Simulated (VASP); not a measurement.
**WC: single point with PBE**

Crystal: WC.

```xyz
8
Lattice="2.9726 0.0000 0.0000 -1.4863 2.5743 0.0000 0.0000 0.0000 11.0586" Properties=species:S:1:pos:R:3 pbc="T T T"
W     1.4863    0.8581    9.6995
W     0.0000    1.7162    1.3591
W     0.0000    1.7162    4.1702
W     1.4863    0.8581    6.8885
C     0.0000    0.0000    0.0000
C     0.0000    0.0000    5.5293
C     1.4863    0.8581    2.7647
C     0.0000    1.7162    8.2940
```

```json
{
  "Program": "VASP 6.6.1",
  "Task": "single point",
  "Functional": "PBE",
  "Potentials or basis": "VASP PAW PBE potentials, release 64 (W_sv, C)",
  "Cutoff": "520 eV",
  "k mesh": "6 × 6 × 2",
  "Occupations": "gaussian, width 0.1 eV",
  "Spin": "no spin polarisation",
  "Dipole correction": "no",
  "Further INCAR settings": "ALGO = Normal; EDIFF = 1e-06; NBANDS = 46"
}
```

| Quantity | Value |
| --- | --- |
| Pressure | 0.8 GPa |
| Largest force | 0.031 eV/Å |
| Band gap on the k mesh | zero (band 36 reaches 12.25 eV, above the bottom of band 37 at 10.94 eV) |

Forces on the atoms (eV/Å):
```
W    0.000  0.000 -0.031
W    0.000  0.000  0.031
W    0.000  0.000 -0.031
W    0.000  0.000  0.031
C    0.000  0.000  0.000
C    0.000  0.000  0.000
C    0.000  0.000  0.000
C    0.000  0.000  0.000
```

Stress tensor (GPa, compression positive):
```
0.79 0.00 0.00
0.00 0.79 0.00
0.00 0.00 0.70
```

Levels at points of the mesh, in eV from the Fermi level:
| k point | band 32 | band 33 | band 34 | band 35 | band 36 | band 37 | band 38 | band 39 | band 40 | band 41 |
| --- | --- | --- | --- | --- | --- | --- | --- | --- | --- | --- |
| (0.00, 0.00, 0.00) | -1.56 | -1.27 | -1.09 | -1.09 | -0.13 | -0.02 | -0.02 | 0.05 | 0.05 | 0.76 |
| (0.50, 0.00, 0.00) | -3.10 | -2.77 | -1.68 | -1.31 | -0.06 | 1.44 | 2.67 | 2.90 | 2.95 | 3.09 |
| (0.00, 0.00, 0.50) | -2.56 | -0.84 | -0.84 | -0.78 | -0.78 | -0.78 | -0.78 | 0.65 | 0.65 | 0.65 |
| (0.50, 0.00, 0.50) | -3.01 | -2.48 | -2.48 | -0.86 | -0.86 | 2.72 | 2.72 | 2.93 | 2.93 | 3.14 |

Run time: 38 s on 1 thread of AMD EPYC 9R45 96-Core Processor (Zen 5), with other jobs on the host, peak memory 0.19 GiB.

Caveat: the k points lie up to 0.41 Å⁻¹ apart; spin-orbit coupling is left out, which moves the levels of the heavy elements.
